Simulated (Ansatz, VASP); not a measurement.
## Two plane-wave programs on BPd4

```
CELL_PARAMETERS angstrom
2.89203 0.00000 0.00000
0.00000 4.36501 0.00000
0.00000 0.00000 5.85632
ATOMIC_POSITIONS crystal
Pd 0.49979 0.99867 0.19797
Pd 0.00724 0.98371 0.60567
Pd 0.00089 0.51860 0.32294
Pd 0.50202 0.50343 0.86453
B 0.49726 0.99461 0.86533
```

Change from the starting cell: atoms moved at random, drawn with an rms of 0.05 Å.

Alike in both runs: task single point; functional PBE; k mesh 9 × 6 × 5; occupations fermi-dirac, width 0.05 eV; no spin polarisation.

```csv
,VASP,Ansatz
version,VASP 6.6.1,Ansatz 0.2.0
potentials or method,"VASP PAW PBE potentials, release 64 (Pd, B)",Ansatz PAW
plane-wave cutoff (eV),520,420
valence electrons in the cell,43,75
```

|  | VASP | Ansatz | Ansatz less VASP |
| --- | --- | --- | --- |
| gap on the k mesh at the Fermi level (eV) | none | none | - |
| pressure (GPa) | -1.1 | -1.1 | +0.01 |
| traceless stress, the component that is largest in VASP (GPa) | 1.85 | 1.97 | +0.123 |
| rms of the force components (eV/Å) | 0.574 | 0.584 | +0.0103 |

Atom by atom the forces differ by 0.025 eV/Å (rms over components). A gap of «none» marks a metal or a gap that the smearing closes. With one functional, cell and mesh, what is left measures potentials, basis and numerics. VASP's potentials hold 43 valence electrons a cell and Ansatz's 75, so a difference there can come from the potentials and not from the codes.
